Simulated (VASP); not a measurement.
**Zn: single point with r2SCAN**

Zn:

```
Zn
1.0
    -1.53367    1.53367    1.53367
     1.53367   -1.53367    1.53367
     1.53367    1.53367   -1.53367
Zn
1
Direct
  0.00000 0.00000 0.00000
```

* Program: VASP 6.6.1
* Task: single point
* Functional: r2SCAN
* Potentials or basis: VASP PAW PBE potentials, release 64 (Zn)
* Cutoff: 550 eV
* k mesh: 7 × 7 × 7
* Occupations: fermi-dirac, width 0.1 eV
* Spin: no spin polarisation

```
Pressure               : -0.2 GPa
Band gap on the k mesh : zero (band 6 reaches 5.91 eV, above the bottom of band 7 at 2.99 eV)
```

Levels at points of the mesh, in eV from the Fermi level:
```
           k point  band 4  band 5  band 6  band 7  band 8  band 9
(0.00, 0.00, 0.00)   -8.10   -7.53   -7.53   21.54   21.54   21.54
```

Wall time 16 s on 1 thread of AMD EPYC 7R43 64-Core Processor (Zen 3) (shared host), peak memory 0.09 GiB.

Caveat: the k points lie up to 0.41 Å⁻¹ apart; the PAW data sets were made with another functional, which shifts forces and pressure a little.
